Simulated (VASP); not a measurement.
# BiTe (Fm-3m) in VASP: elastic constants with PBEsol

Aim: the elastic constants of BiTe with PBEsol.

Everything below comes from runs of VASP 6.6.1. Logs are shortened: lines on timing, memory, paths and dates and some standing lists are left out, and cuts for length are marked.

### Step 1. The cell of the first run

It takes space group Fm-3m (No. 225, cubic). Conventional cell: a = 6.389 Å, b = 6.389 Å, c = 6.389 Å, α = 90.00°, β = 90.00°, γ = 90.00°. Within 4.2 Å of Bi (site symmetry m-3m) lie 6 Te at 3.19 Å. Te (site symmetry m-3m) has 6 Bi at 3.19 Å within 4.2 Å.

### Step 2. Elastic constants, PBEsol

Contents of INCAR:

```
PREC = Accurate
ENCUT = 600
EDIFF = 1E-8
ISMEAR = 0
SIGMA = 0.05
LREAL = False
LASPH = True
NELM = 80
ALGO = Normal
ISIF = 3
LWAVE = False
LCHARG = True
GGA = PS
IBRION = 6
NFREE = 2
POTIM = 0.015
NSW = 1
```

Contents of KPOINTS:

```
Automatic mesh
0
Gamma
  8 8 8
```

Contents of POSCAR:

```
BiTe
1.0
    0.0000000000      3.1945141882      3.1945141882
    3.1945141882      0.0000000000      3.1945141882
    3.1945141882      3.1945141882      0.0000000000
Bi Te
1 1
Direct
    0.5000000000      0.5000000000      0.5000000000
    0.0000000000      0.0000000000      0.0000000000
```

Potentials or basis: VASP PAW PBE potentials, release 64 (Bi_d, Te).

Command:

```
$ cat potpaw_PBE.64/Bi_d/POTCAR potpaw_PBE.64/Te/POTCAR > POTCAR
$ mpirun -np 1 vasp_std > vasp.out
```

OUTCAR:

```text
PREC = Accurate
   ENCUT = 600
   EDIFF = 1E-8
   ISMEAR = 0
   LREAL = False
   LASPH = True
   NELM = 80
   ISIF = 3
   GGA = PS
   IBRION = 6
   NFREE = 2
   POTIM = 0.015
   NSW = 1

 ion  position               nearest neighbor table
   1  0.500  0.500  0.500-   2 3.19   2 3.19   2 3.19   2 3.19   2 3.19   2 3.19
   2  0.000  0.000  0.000-   1 3.19   1 3.19   1 3.19   1 3.19   1 3.19   1 3.19

  LATTYP: Found a face centered cubic cell.
 ALAT       =     6.3890283764

  Lattice vectors:

 A1 = (   0.0000000000,   3.1945141882,   3.1945141882)
 A2 = (   3.1945141882,   0.0000000000,   3.1945141882)
 A3 = (   3.1945141882,   3.1945141882,   0.0000000000)

Analysis of symmetry for initial positions (statically):
=====================================================================
 Subroutine PRICEL returns:
 Original cell was already a primitive cell.

 Routine SETGRP: Setting up the symmetry group for a
 face centered cubic supercell.

 Subroutine GETGRP returns: Found 48 space group operations
 (whereof 48 operations were pure point group operations)
 out of a pool of 48 trial point group operations.

The static configuration has the point symmetry O_h .

Analysis of symmetry for dynamics (positions and initial velocities):
=====================================================================
 Subroutine PRICEL returns:
 Original cell was already a primitive cell.

 Routine SETGRP: Setting up the symmetry group for a
 face centered cubic supercell.

 Subroutine GETGRP returns: Found 48 space group operations
 (whereof 48 operations were pure point group operations)
 out of a pool of 48 trial point group operations.

The dynamic configuration has the point symmetry O_h .

 Subroutine INISYM returns: Found 48 space group operations
 (whereof 48 operations are pure point group operations),
 and found     1 'primitive' translations

----------------------------------------------------------------------------------------

                                     Primitive cell

  volume of cell :      65.1995

  direct lattice vectors                    reciprocal lattice vectors
     0.000000000  3.194514188  3.194514188    -0.156518322  0.156518322  0.156518322
     3.194514188  0.000000000  3.194514188     0.156518322 -0.156518322  0.156518322
     3.194514188  3.194514188  0.000000000     0.156518322  0.156518322 -0.156518322

  length of vectors
     4.517725290  4.517725290  4.517725290     0.271097686  0.271097686  0.271097686

  position of ions in fractional coordinates (direct lattice)
     0.500000000  0.500000000  0.500000000
     0.000000000  0.000000000  0.000000000

  ion indices of the primitive-cell ions
   primitive index   ion index
                 1           1
                 2           2

----------------------------------------------------------------------------------------

 KPOINTS: Automatic mesh

Automatic generation of k-mesh.
 Grid dimensions read from file:
 generate k-points for:    8    8    8

 Generating k-lattice:

  Cartesian coordinates                     Fractional coordinates (reciprocal lattice)
    -0.019564790  0.019564790  0.019564790     0.125000000  0.000000000  0.000000000
[... 113 lines left out ...]
  Direction    XX          YY          ZZ          XY          YZ          ZX
  --------------------------------------------------------------------------------------
  -------------------------------------------------------------------------------------
  Total        0.0128720      0.0128720      0.0128720      0.0000000      0.0000000     -0.0000000
  in kB        0.3163093      0.3163093      0.3163093      0.0000000      0.0000000     -0.0000000
  external PRESSURE =       0.3163093 kB  Pullay stress =       0.0000000 kB
[... 89 lines left out ...]
  FREE ENERGIE OF THE ION-ELECTRON SYSTEM (eV)
  ---------------------------------------------------
  free  energy   TOTEN  =        -7.9920679101 eV

  energy  without entropy=       -7.9913645621  energy(sigma->0) =       -7.99171624

[... ionic steps 4 to 14 ...]

--------------------------------------- Ionic step       15  -------------------------------------------

 number of electron      21.0000002 magnetization

------------------------ aborting loop because EDIFF is reached ----------------------------------------
[... 67 lines left out ...]
--------------------------------------- Ionic step       17  -------------------------------------------

 number of electron      21.0000004 magnetization

 Free energy of the ion-electron system (eV)
  ---------------------------------------------------
  ext. energy  EPLUGINS =         0.00000000
  ---------------------------------------------------
  free energy    TOTEN  =        -7.99616755 eV

  energy without entropy =       -7.99350617  energy(sigma->0) =       -7.99483686

 E-fermi :   6.9273     XC(G=0):  -9.7597

 val. band max:        6.9096821311   @ k =   0.2500   0.1250   0.5000
 cond. band min:       6.9777251372   @ k =   0.0000  -0.2500   0.2500
 fundamental gap:      0.0680430061
 Fermi energy:         6.9273124071

 k-point     1 :       0.0000    0.0000    0.0000
  band No.  band energies     occupation
      1     -16.1047      2.00000
      2     -16.1045      2.00000
      3     -16.0981      2.00000
      4     -16.0981      2.00000
      5     -16.0980      2.00000
      6      -6.8478      2.00000
      7      -1.0416      2.00000
      8       4.3192      2.00000
      9       4.3202      2.00000
     10       4.3202      2.00000
     11       9.1871      0.00000
     12       9.1871      0.00000
     13       9.1888      0.00000
     14      11.5337      0.00000
[... 377 lines left out ...]
      1     -16.1134      2.00000
      2     -16.1070      2.00000
      3     -16.0945      2.00000
      4     -16.0921      2.00000
      5     -16.0885      2.00000
      6      -4.6065      2.00000
      7      -4.2354      2.00000
      8       2.8020      2.00000
      9       2.8813      2.00000
     10       5.2225      2.00000
     11       6.4268      2.00000
     12       9.0542      0.00000
     13       9.2898      0.00000
     14      12.5670      0.00000

 [... further k-points ...]

------------------------ aborting loop because EDIFF is reached ----------------------------------------

  FORCE on cell =-STRESS in cart. coord.  units (eV):
  Direction    XX          YY          ZZ          XY          YZ          ZX
  --------------------------------------------------------------------------------------
  -------------------------------------------------------------------------------------
  Total        0.0148525      0.0149043      0.0149043      0.0000000      0.0000000      0.0000000
  in kB        0.3649764      0.3662498      0.3662498      0.0000000      0.0000000      0.0000000
  external PRESSURE =       0.3658253 kB  Pullay stress =       0.0000000 kB
[... 17 lines left out ...]
  FREE ENERGIE OF THE ION-ELECTRON SYSTEM (eV)
  ---------------------------------------------------
  free  energy   TOTEN  =        -7.9961675491 eV

  energy  without entropy=       -7.9935061748  energy(sigma->0) =       -7.99483686

 INTERNAL STRAIN TENSORS FROM STRAINED CELLS
 ============================================

 INTERNAL STRAIN TENSOR FOR ION    1 for displacements in x,y,z  (eV/Angst):
          X           Y           Z          XY          YZ          ZX
  --------------------------------------------------------------------------------
  x    -0.00000     0.00000    -0.00000     0.00000     0.00000    -0.00000
  y     0.00000     0.00000     0.00000     0.00000    -0.00000    -0.00000
  z     0.00000     0.00000     0.00000    -0.00000    -0.00000     0.00000

 INTERNAL STRAIN TENSORS FROM DISPLACED ATOMS
 ============================================

 INTERNAL STRAIN TENSOR FOR ION    1 for displacements in x,y,z  (eV/Angst):
          X           Y           Z          XY          YZ          ZX
  --------------------------------------------------------------------------------
  x     0.00000     0.00000     0.00000     0.00000     0.00000     0.00000
  y     0.00000     0.00000     0.00000     0.00000     0.00000     0.00000
  z     0.00000     0.00000     0.00000     0.00000     0.00000     0.00000

 INTERNAL STRAIN TENSOR FOR ION    2 for displacements in x,y,z  (eV/Angst):
          X           Y           Z          XY          YZ          ZX
  --------------------------------------------------------------------------------
  x     0.00000     0.00000     0.00000     0.00000     0.00000     0.00000
  y     0.00000     0.00000     0.00000     0.00000     0.00000     0.00000
  z     0.00000     0.00000     0.00000     0.00000     0.00000     0.00000

 Eigenvectors and eigenvalues of the dynamical matrix
 ----------------------------------------------------

   1 f  =    3.403632 THz    21.385648 2PiTHz  113.532929 cm-1    14.076283 meV
             X         Y         Z           dx          dy          dz
      3.194514  3.194514  3.194514     0.000000    0.616520    0.000000
      0.000000  0.000000  0.000000     0.000000   -0.787340    0.000000
[... 21 lines left out ...]
   6 f/i=    0.003468 THz     0.021789 2PiTHz    0.115673 cm-1     0.014342 meV
             X         Y         Z           dx          dy          dz
      3.194514  3.194514  3.194514     0.000000    0.000000    0.787340
      0.000000  0.000000  0.000000     0.000000    0.000000    0.616520

--------------------------------------------------------------------------------------------------------

 ELASTIC MODULI CONTR FROM IONIC RELAXATION (kBar)
 Direction    XX          YY          ZZ          XY          YZ          ZX
 --------------------------------------------------------------------------------
 XX           0.0000      0.0000      0.0000      0.0000      0.0000      0.0000
 YY           0.0000      0.0000      0.0000      0.0000      0.0000      0.0000
 ZZ           0.0000      0.0000      0.0000      0.0000      0.0000      0.0000
 XY           0.0000      0.0000      0.0000      0.0000      0.0000      0.0000
 YZ           0.0000      0.0000      0.0000      0.0000      0.0000      0.0000
 ZX           0.0000      0.0000      0.0000      0.0000      0.0000      0.0000
 --------------------------------------------------------------------------------

 TOTAL ELASTIC MODULI (kBar)
 Direction    XX          YY          ZZ          XY          YZ          ZX
 --------------------------------------------------------------------------------
 XX        1136.8044    245.7857    245.7857      0.0000     -0.0000      0.0000
 YY         245.7857   1136.8044    245.7857      0.0000      0.0000      0.0000
 ZZ         245.7857    245.7857   1136.8044     -0.0000     -0.0000      0.0000
 XY           0.0000      0.0000     -0.0000    -83.4712      0.0000      0.0000
 YZ          -0.0000      0.0000     -0.0000      0.0000    -83.4712      0.0000
 ZX           0.0000      0.0000      0.0000      0.0000      0.0000    -83.4712
 --------------------------------------------------------------------------------
```

Wall time 7 min (1 thread of Intel Xeon 6975P-C (Granite Rapids), shared host); peak memory 0.43 GiB.

Results:

| Quantity | Value |
| --- | --- |
| Elastic constants C11, C12, C44 | 114, 25, -8 GPa |
| Voigt bulk modulus | 54 GPa |
| Highest phonon frequency at Γ, LO-TO splitting left out | 114 cm⁻¹ |

Phonon frequencies in cm⁻¹ (negative: imaginary):
```
              q point        frequencies
(0.000, 0.000, 0.000)  0 0 0 114 114 114
```

Elastic tensor in Voigt notation (GPa, in the Cartesian axes of the cell as first typed):
```
114  25  25   0   0   0
 25 114  25   0   0   0
 25  25 114   0   0   0
  0   0   0  -8   0   0
  0   0   0   0  -8   0
  0   0   0   0   0  -8
```

Clamped-ion elastic tensor (GPa):
```
114  25  25   0   0   0
 25 114  25   0   0   0
 25  25 114   0   0   0
  0   0   0  -8   0   0
  0   0   0   0  -8   0
  0   0   0   0   0  -8
```

Caveat: the elastic tensor has a negative eigenvalue, so either the cell is unstable as it stands or the mesh is too thin; the PAW data sets were made with another functional, which shifts forces and pressure a little; spin-orbit coupling is left out, which moves the levels of the heavy elements.
